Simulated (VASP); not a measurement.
Write the native input for VASP 6.6.1 that does the following.

```
Task                   : single point
Functional             : LDA
Potentials or basis    : VASP PAW LDA potentials, release 64 (Cu)
Cutoff                 : 600 eV
k mesh                 : 3 × 3 × 1
Occupations            : fermi-dirac, width 0.036 eV
Spin                   : no spin polarisation
Dipole correction      : no
Further INCAR settings : ALGO = Normal; EDIFF = 1e-06; NBANDS = 18
```

The structure of Cu lies in POSCAR:

```
Cu
1.0
    2.5340966698      0.0000000000      0.0000000000
   -1.2670483349      2.1945920917      0.0000000000
    0.0000000000      0.0000000000      4.1125710000
Cu
2
Direct
    0.3333333333      0.6666666667      0.2500000000
    0.6666666667      0.3333333333      0.7500000000
```

The input as run:

INCAR

```
  PREC = Accurate
  ENCUT = 600
  EDIFF = 1E-6
  ISMEAR = -1
  SIGMA = 0.036
  LREAL = F
  LASPH = T
  NELM = 120
  ALGO = Normal
  ISIF = 2
  LWAVE = F
  LCHARG = F
  NBANDS = 18
  GGA_COMPAT = F
```

KPOINTS

```
regular mesh
0
Gamma
  3 3 1
```

Potentials or basis: VASP PAW LDA potentials, release 64 (Cu).

The run is started by

```bash
$ cat potpaw_LDA.64/Cu/POTCAR > POTCAR
$ mpirun -np 1 vasp_std > vasp.out
```

It gave:

```
Pressure               : -10.1 GPa
Band gap on the k mesh : zero (band 11 reaches 10.85 eV, above the bottom of band 12 at 6.70 eV)
```

Caveat: the k points lie up to 1.53 Å⁻¹ apart.

Wall time 3.9 s on 1 thread of Intel(R) Xeon(R) Platinum 8375C CPU @ 2.90GHz (Ice Lake), with other jobs on the host, peak memory 0.12 GiB.
